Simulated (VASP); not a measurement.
# WSe2 (P6_3/mmc) in VASP: single point with PBE

Aim: the single point of WSe2 with PBE.

Program: VASP 6.6.1. These are calculated values, not measurements. Logs are shortened: lines on timing, memory, paths and dates and some standing lists are left out, and cuts for length are marked.

### 1 The cell of the first run

It takes space group P6_3/mmc (No. 194, hexagonal). Conventional cell: a = 3.321 Å, b = 3.321 Å, c = 15.044 Å, α = 90.00°, β = 90.00°, γ = 120.00°. Within 3.4 Å of W (site symmetry -6m2) lie 6 Se at 2.55 Å and 6 W at 3.32 Å. Within 3.4 Å of Se (site symmetry 3m) lie 3 W at 2.55 Å and 7 Se at 3.32 to 3.36 Å.

### 2 Single point, PBE

File INCAR:

```
  ALGO = Normal
  EDIFF = 1E-6
  ENCUT = 520
  GGA = PE
  ISIF = 2
  ISMEAR = 0
  LASPH = True
  LCHARG = False
  LREAL = False
  LWAVE = False
  NBANDS = 35
  NELM = 80
  PREC = Accurate
  SIGMA = 0.02
```

File KPOINTS:

```
k-points
0
Gamma
  12 12 2
```

File POSCAR:

```
WSe2
1.0
    3.3209868302      0.0000000000      0.0000000000
   -1.6604934151      2.8760589606      0.0000000000
    0.0000000000      0.0000000000     15.0438041921
W Se
2 4
Direct
    0.6666666667      0.3333333333      0.7500000000
    0.3333333333      0.6666666667      0.2500000000
    0.3333333333      0.6666666667      0.8615431801
    0.6666666667      0.3333333333      0.3615431801
    0.3333333333      0.6666666667      0.6384568199
    0.6666666667      0.3333333333      0.1384568199
```

Potentials or basis: VASP PAW PBE potentials, release 64 (W_sv, Se).

Started as:

```console
$ cat potpaw_PBE.64/W_sv/POTCAR potpaw_PBE.64/Se/POTCAR > POTCAR
$ mpirun -np 1 vasp_std > vasp.out
```

OUTCAR:

```text
EDIFF = 1E-6
   ENCUT = 520
   GGA = PE
   ISIF = 2
   ISMEAR = 0
   LASPH = True
   LREAL = False
   NELM = 80
   PREC = Accurate

 ion  position               nearest neighbor table
   1  0.667  0.333  0.750-   3 2.55   5 2.55   3 2.55   5 2.55   3 2.55   5 2.55
   2  0.333  0.667  0.250-   4 2.55   6 2.55   4 2.55   6 2.55   4 2.55   6 2.55
   3  0.333  0.667  0.862-   1 2.55   1 2.55   1 2.55
   4  0.667  0.333  0.362-   2 2.55   2 2.55   2 2.55
   5  0.333  0.667  0.638-   1 2.55   1 2.55   1 2.55
   6  0.667  0.333  0.138-   2 2.55   2 2.55   2 2.55

  LATTYP: Found a hexagonal cell.
 ALAT       =     3.3209868302
 C/A-ratio  =     4.5299198585

  Lattice vectors:

 A1 = (   3.3209868302,   0.0000000000,   0.0000000000)
 A2 = (  -1.6604934151,   2.8760589606,   0.0000000000)
 A3 = (   0.0000000000,   0.0000000000,  15.0438041921)

Analysis of symmetry for initial positions (statically):
=====================================================================
 Subroutine PRICEL returns:
 Original cell was already a primitive cell.

 Routine SETGRP: Setting up the symmetry group for a
 hexagonal supercell.

 Subroutine GETGRP returns: Found 24 space group operations
 (whereof 12 operations were pure point group operations)
 out of a pool of 24 trial point group operations.

The static configuration has the point symmetry D_3d.
 The point group associated with its full space group is D_6h.

Analysis of symmetry for dynamics (positions and initial velocities):
=====================================================================
 Subroutine PRICEL returns:
 Original cell was already a primitive cell.

 Routine SETGRP: Setting up the symmetry group for a
 hexagonal supercell.

 Subroutine GETGRP returns: Found 24 space group operations
 (whereof 12 operations were pure point group operations)
 out of a pool of 24 trial point group operations.

The dynamic configuration has the point symmetry D_3d.
 The point group associated with its full space group is D_6h.

 Subroutine INISYM returns: Found 24 space group operations
 (whereof 12 operations are pure point group operations),
 and found     1 'primitive' translations

----------------------------------------------------------------------------------------

                                     Primitive cell

  volume of cell :     143.6887

  direct lattice vectors                    reciprocal lattice vectors
     3.320986830  0.000000000  0.000000000     0.301115316  0.173849009  0.000000000
    -1.660493415  2.876058961  0.000000000     0.000000000  0.347698018  0.000000000
     0.000000000  0.000000000 15.043804192     0.000000000  0.000000000  0.066472548

  length of vectors
     3.320986830  3.320986830 15.043804192     0.347698018  0.347698018  0.066472548

  position of ions in fractional coordinates (direct lattice)
     0.666666667  0.333333333  0.750000000
     0.333333333  0.666666667  0.250000000
     0.333333333  0.666666667  0.861543180
     0.666666667  0.333333333  0.361543180
     0.333333333  0.666666667  0.638456820
     0.666666667  0.333333333  0.138456820

  ion indices of the primitive-cell ions
   primitive index   ion index
                 1           1
                 2           2
                 3           3
                 4           4
                 5           5
                 6           6

----------------------------------------------------------------------------------------

 KPOINTS: k-points

Automatic generation of k-mesh.
 Grid dimensions read from file:
 generate k-points for:   12   12    2

 Generating k-lattice:

  Cartesian coordinates                     Fractional coordinates (reciprocal lattice)
     0.025092943  0.014487417  0.000000000     0.083333333 -0.000000000  0.000000000
     0.000000000  0.028974835  0.000000000     0.000000000  0.083333333  0.000000000
     0.000000000  0.000000000  0.033236274     0.000000000  0.000000000  0.500000000

  Length of vectors
     0.028974835  0.028974835  0.033236274

  Shift w.r.t. Gamma in fractional coordinates (k-lattice)
     0.000000000  0.000000000  0.000000000

 Subroutine IBZKPT returns following result:
 ===========================================

 Found     38 irreducible k-points:

 Following reciprocal coordinates:
            Coordinates               Weight
  0.000000  0.000000  0.000000      1.000000
  0.083333 -0.000000  0.000000      6.000000
  0.166667 -0.000000  0.000000      6.000000
  0.250000  0.000000  0.000000      6.000000
  0.333333  0.000000  0.000000      6.000000
  0.416667 -0.000000  0.000000      6.000000
[... 16 lines left out ...]
  0.250000  0.000000  0.500000      6.000000
  0.333333  0.000000  0.500000      6.000000
 [... further k-points ...]
   k-points           NKPTS =     38   k-points in BZ     NKDIM =     38   number of bands    NBANDS=     35
   number of dos      NEDOS =    301   number of ions     NIONS =      6
   total plane-waves  NPLWV =  87808
   dimension x,y,z NGX =    28 NGY =   28 NGZ =  112
   dimension x,y,z NGXF=    56 NGYF=   56 NGZF=  224
   ions per type =               2   4
   NGX,Y,Z   is equivalent  to a cutoff of  14.02, 14.02, 12.38 a.u.
   NGXF,Y,Z  is equivalent  to a cutoff of  28.03, 28.03, 24.75 a.u.
 SYSTEM =  unknown system
   PREC   = accura    normal or accurate (medium, high low for compatibility)
   ISTART =      0    job   : 0-new  1-cont  2-samecut
   ICHARG =      2    charge: 1-file 2-atom 10-const
   ISPIN  =      1    spin polarized calculation?
   LNONCOLLINEAR =      F non collinear calculations
   LSORBIT =      F    spin-orbit coupling
   LASPH  =      T    aspherical Exc in radial PAW
   ENCUT  =  520.0 eV  38.22 Ry    6.18 a.u.   6.17  6.17 27.97*2*pi/ulx,y,z
   NELM   =     80;   NELMIN=  2; NELMDL= -5     # of ELM steps
   EDIFF  = 0.1E-05   stopping-criterion for ELM
   LREAL  =      F    real-space projection
   EDIFFG = 0.1E-04   stopping-criterion for IOM
   NSW    =      0    number of steps for IOM
   IBRION =     -1    ionic relax: 0-MD 1-quasi-New 2-CG
   NFREE  =      0    steps in history (QN), initial steepest desc. (CG)
   ISIF   =      2    stress and relaxation
   ISYM   =      2    0-nonsym 1-usesym 2-fastsym
   POTIM  = 0.5000    time-step for ionic-motion
   TEBEG  =    0.0;   TEEND  =   0.0 temperature during run
   PSTRESS=    0.0 pullay stress
   NELECT =      52.0000    total number of electrons
   NUPDOWN=      -1.0000    fix difference up-down
   EMIN   =  10.00;   EMAX   =-10.00  energy-range for DOS
   EFERMI =   0.00;   METHOD = LEGACY
   ISMEAR =     0;   SIGMA  =   0.02  broadening in eV -4-tet -1-fermi 0-gaus
   EFERMI_NEDOS =   21; number of points for ismear=-14 and -15
   IALGO  =     38    algorithm
   IMIX   =      4    mixing-type and parameters
     AMIX     =   0.40;   BMIX     =  1.00
     AMIX_MAG =   1.60;   BMIX_MAG =  1.00
  volume/ion in A,a.u.               =      23.95       161.61
  Fermi-wavevector in a.u.,A,eV,Ry     =   1.166635  2.204621 18.518042  1.361038
  Thomas-Fermi vector in A             =   2.303146
   LORBIT       =      0    0 simple, 1 ext, 2 COOP (PROOUT), +10 PAW based schemes
   GGA     = PE    functional components
   LHFCALC =     F    Hartree Fock is set to
   AEXX    =    0.0000 exact exchange contribution
   IVDW    =     0    specifies the selected vdW correction
   LEPSILON=     F    determine dielectric tensor
   LRPA    =     F    only Hartree local field effects (RPA)
 non-spin polarized calculation
 Gauss-broadening in eV      SIGMA  =   0.02
  energy-cutoff  :      520.00
  volume of cell :      143.69
 maximum number of plane-waves:      3896
 NGX is ok and might be reduce to    28
   NGX = 13   NGY = 13   NGZ = 55

 number of electron      51.9999996 magnetization

 Free energy of the ion-electron system (eV)
  ---------------------------------------------------
  ext. energy  EPLUGINS =         0.00000000
  ---------------------------------------------------
  free energy    TOTEN  =       -43.25622378 eV

  energy without entropy =      -43.25622378  energy(sigma->0) =      -43.25622378

 E-fermi :   4.3799     XC(G=0):  -9.6160

 val. band max:        4.2881148128   @ k =   0.3333   0.3333   0.0000
 cond. band min:       5.7448704495   @ k =   0.1667   0.1667   0.0000
 fundamental gap:      1.4567556367
 Fermi energy:         4.3799387271

 k-point     1 :       0.0000    0.0000    0.0000
  band No.  band energies     occupation
      1     -69.8177      2.00000
      2     -69.8176      2.00000
      3     -34.0364      2.00000
      4     -34.0364      2.00000
      5     -33.9351      2.00000
      6     -33.9351      2.00000
[... 27 lines left out ...]
     34       7.3413      0.00000
     35       8.5836      0.00000

 k-point     2 :       0.0833   -0.0000    0.0000
  band No.  band energies     occupation
      1     -69.8171      2.00000
      2     -69.8171      2.00000
      3     -34.0338      2.00000
      4     -34.0338      2.00000
      5     -33.9493      2.00000
      6     -33.9492      2.00000
[... 27 lines left out ...]
     34       7.3444      0.00000
     35       9.1569      0.00000

 k-point     3 :       0.1667   -0.0000    0.0000
  band No.  band energies     occupation
      1     -69.8154      2.00000
      2     -69.8154      2.00000
      3     -34.0265      2.00000
      4     -34.0265      2.00000
      5     -33.9876      2.00000
      6     -33.9876      2.00000
[... 27 lines left out ...]
     34       7.7512      0.00000
     35       9.9004      0.00000
[... 723 lines left out ...]
 k-point    23 :       0.2500    0.0000    0.5000
  band No.  band energies     occupation
      1     -69.8132      2.00000
      2     -69.8132      2.00000
      3     -34.0396      2.00000
      4     -34.0396      2.00000
      5     -34.0165      2.00000
      6     -34.0165      2.00000
[... 27 lines left out ...]
     34       8.1359      0.00000
     35      10.5527      0.00000

 k-point    24 :       0.3333    0.0000    0.5000
  band No.  band energies     occupation
      1     -69.8110      2.00000
      2     -69.8110      2.00000
      3     -34.0911      2.00000
      4     -34.0911      2.00000
      5     -34.0066      2.00000
      6     -34.0066      2.00000
[... 27 lines left out ...]
     34       8.4150      0.00000
     35      10.1936      0.00000

 [... further k-points ...]
[... 5 lines left out ...]
  --------------------------------------------------------------------------------------
  -------------------------------------------------------------------------------------
  Total        0.1932946      0.1932946      0.3151486      0.0000000      0.0000000      0.0000000
  in kB        2.1552993      2.1552993      3.5140131      0.0000000      0.0000000      0.0000000
  external PRESSURE =       2.6082039 kB  Pullay stress =       0.0000000 kB

 VOLUME and BASIS-vectors are now :
 -----------------------------------------------------------------------------
  energy-cutoff  :      520.00
  volume of cell :      143.69
      direct lattice vectors                 reciprocal lattice vectors
     3.320986830  0.000000000  0.000000000     0.301115316  0.173849009  0.000000000
    -1.660493415  2.876058961  0.000000000     0.000000000  0.347698018  0.000000000
     0.000000000  0.000000000 15.043804192     0.000000000  0.000000000  0.066472548

 POSITION                                       TOTAL-FORCE (eV/Angst)
 -----------------------------------------------------------------------------------
      1.66049      0.95869     11.28285        -0.000000      0.000000      0.000000
     -0.00000      1.91737      3.76095         0.000000     -0.000000      0.000000
     -0.00000      1.91737     12.96089         0.000000     -0.000000      0.045346
      1.66049      0.95869      5.43898         0.000000      0.000000      0.045346
     -0.00000      1.91737      9.60482         0.000000      0.000000     -0.045346
      1.66049      0.95869      2.08292         0.000000      0.000000     -0.045346
 -----------------------------------------------------------------------------------
    total drift:                               -0.000000      0.000000     -0.000000

  FREE ENERGIE OF THE ION-ELECTRON SYSTEM (eV)
  ---------------------------------------------------
  free  energy   TOTEN  =       -43.2562237827 eV

  energy  without entropy=      -43.2562237827  energy(sigma->0) =      -43.25622378
```

It took 2.9 min on 1 thread of Intel Xeon Platinum 8375C at 2.90GHz (Ice Lake), shared host; peak memory 0.37 GiB.

Results:

| Quantity | Value |
| --- | --- |
| Free energy | -43.2562 eV |
| Pressure | 0.3 GPa |
| Largest force | 0.045 eV/Å |
| Band gap on the k mesh | 1.46 eV, indirect (least direct gap 1.52 eV) |

Forces on the atoms (eV/Å):
```
W    0.000  0.000  0.000
W    0.000  0.000  0.000
Se   0.000  0.000  0.045
Se   0.000  0.000  0.045
Se   0.000  0.000 -0.045
Se   0.000  0.000 -0.045
```

Stress tensor (GPa, compression positive):
```
0.22 0.00 0.00
0.00 0.22 0.00
0.00 0.00 0.35
```

Caveat: spin-orbit coupling is left out, which moves the levels of the heavy elements; this functional lacks dispersion, which binds the layers, so the pressure and a relaxed spacing across them are unreliable. As with any semilocal functional, this PBE gap is likely too small.
